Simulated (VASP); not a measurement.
Runs of VASP 6.6.1 on HfN. The structure is tetragonal, space group I4mm (No. 107). The conventional cell has a = 3.190 Å, b = 3.190 Å, c = 4.512 Å, α = 90.00°, β = 90.00°, γ = 90.00°. Within 2.6 Å of Hf (site symmetry 4mm) lie 6 N at 1.99 to 2.53 Å. N (site symmetry 4mm) has 6 Hf at 1.99 to 2.53 Å within 2.6 Å. 

```csv
task,smearing,gap on the mesh (eV),pressure (GPa),largest force (eV/Å)
single point,tetrahedron,none,0.8,3.47
single point,fermi-dirac 0.03 eV,none,0.7,3.42
electric field gradients,fermi-dirac 0.03 eV,none,(a),(b)
single point,methfessel-paxton 0.01 eV,none,-2.5,2.83
```

Alike in all rows: level LDA; potentials or basis VASP PAW LDA potentials, release 64 (Hf_pv, N); no spin polarisation; cell as given; k mesh 9 × 9 × 9; cutoff (eV) 520.

Question: Estimate the missing entries.

Answer: (a) 38.5; (b) 10.98.

Caveats: spin-orbit coupling is left out, which moves the levels of the heavy elements; forces of over 1 eV/Å act on the atoms, so gaps and moduli don't describe the material at rest; tetrahedron occupations give inexact forces and stress in metals (some runs).

A k mesh can miss the band edges, and the runs leave out spin-orbit coupling on Hf.

A gap of «none» marks levels without a gap at the run's occupations.
